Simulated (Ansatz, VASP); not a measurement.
# Si5Ge: VASP beside Ansatz

The input INCAR:

```
SYSTEM = Si5Ge
PREC = Accurate
ENCUT = 600
EDIFF = 1E-6
ISMEAR = 0
SIGMA = 0.1
LREAL = .FALSE.
LASPH = .TRUE.
NELM = 100
ALGO = Normal
ISIF = 3
LWAVE = .FALSE.
LCHARG = .FALSE.
GGA = PE
IBRION = 2
NSW = 90
EDIFFG = -0.04
```

File KPOINTS:

```
Automatic mesh
0
G
  6 6 2
  0 0 0
```

The input POSCAR:

```
Si5Ge
1.0
    2.8277913900      0.0000000000      0.0000000000
   -1.4138956900      2.4489391800      0.0000000000
    0.0000000000      0.0000000000     13.7564333800
Si Ge
5 1
Direct
    0.6666666700      0.3333333300      0.8333333300
    0.6666666700      0.3333333300      0.1666666700
    0.3333333300      0.6666666700      0.6666666700
    0.3333333300      0.6666666700      0.0000000000
    0.3333333300      0.6666666700      0.3333333300
    0.6666666700      0.3333333300      0.5000000000
```

Input for Ansatz:

```yaml
crystal:
  lattice:
    - [2.82779139, 0.0, 0.0]
    - [-1.41389569, 2.44893918, 0.0]
    - [0.0, 0.0, 13.75643338]
  atoms:
    - { symbol: Si, position: [0.66666667, 0.33333333, 0.83333333] }
    - { symbol: Si, position: [0.66666667, 0.33333333, 0.16666667] }
    - { symbol: Si, position: [0.33333333, 0.66666667, 0.66666667] }
    - { symbol: Si, position: [0.33333333, 0.66666667, 0.0] }
    - { symbol: Si, position: [0.33333333, 0.66666667, 0.33333333] }
    - { symbol: Ge, position: [0.66666667, 0.33333333, 0.5] }
basis:
  ecutwfc: 420
kpoints:
  mp_grid: { grid: [6, 6, 2] }
hamiltonian:
  xc: pbe
scf:
  occupations: { method: gaussian, width: 0.1 }
  lower_state_search: "off"
output:
  forces: true
  stress: true
  eigenvalues: true
relax:
  adjacent_minimum: "off"
  f_tol: 0.04
  max_steps: 70
  cell: { stress_tol: 0.4 }
```

Alike in both runs: task relaxation of cell and atoms; functional PBE; k mesh 6 × 6 × 2; occupations gaussian, width 0.1 eV; no spin polarisation.

|  | VASP | Ansatz |
| --- | --- | --- |
| version | VASP 6.6.1 | Ansatz 0.2.0 |
| potentials or method | VASP PAW PBE potentials, release 64 (Si, Ge_d), cutoff 600 eV | scalar-relativistic, plane waves, PAW |
| valence electrons in the cell | 34 | 34 |

|  | VASP | Ansatz | Ansatz less VASP |
| --- | --- | --- | --- |
| gap on the k mesh at the Fermi level, each at its own relaxed structure (eV) | none | none | - |
| relaxed volume (Å³/atom) | 15.77 | 15.72 | -0.050 |
| relaxed cell length with the largest relative difference (Å) | 12.489 | 12.730 | +0.2408 |

A gap of «none» marks a metal or a gap that the smearing closes.

The k mesh is coarse, so the values compare programs but aren't converged. Noted on VASP's run: too few bands were computed for a metal, which touches its energy and stress.
